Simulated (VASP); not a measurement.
A run of VASP 6.6.1:

File INCAR:

```
ALGO = Normal
EDIFF = 1E-7
ENCUT = 520
GGA = CA
ISIF = 2
ISMEAR = -1
LASPH = T
LCHARG = F
LREAL = F
LWAVE = F
NBANDS = 12
NELM = 60
PREC = Accurate
SIGMA = 0.05
```

The input KPOINTS:

```
k-points
0
Gamma
  14 14 14
```

POSCAR

```
In
1.0
   -1.6466505000      1.6219110000      2.4739500000
    1.6219110000     -1.6466505000      2.4739500000
    1.6303890000      1.6303890000     -2.4902115000
In
1
Direct
    0.0000000000      0.0000000000      0.0000000000
```

Potentials or basis: VASP PAW LDA potentials, release 64 (In_d).

Launch:

```console
$ cat potpaw_LDA.64/In_d/POTCAR > POTCAR
$ mpirun -np 1 vasp_std > vasp.out
```

Hardware: 1 thread of Intel Xeon 8259CL, on a shared host.

Q: Estimate the wall time of this run.

A: Wall time 4.2 min on 1 thread of Intel Xeon 8259CL (shared host), peak memory 0.32 GiB. Counts: scf iterations 11, k points 744.
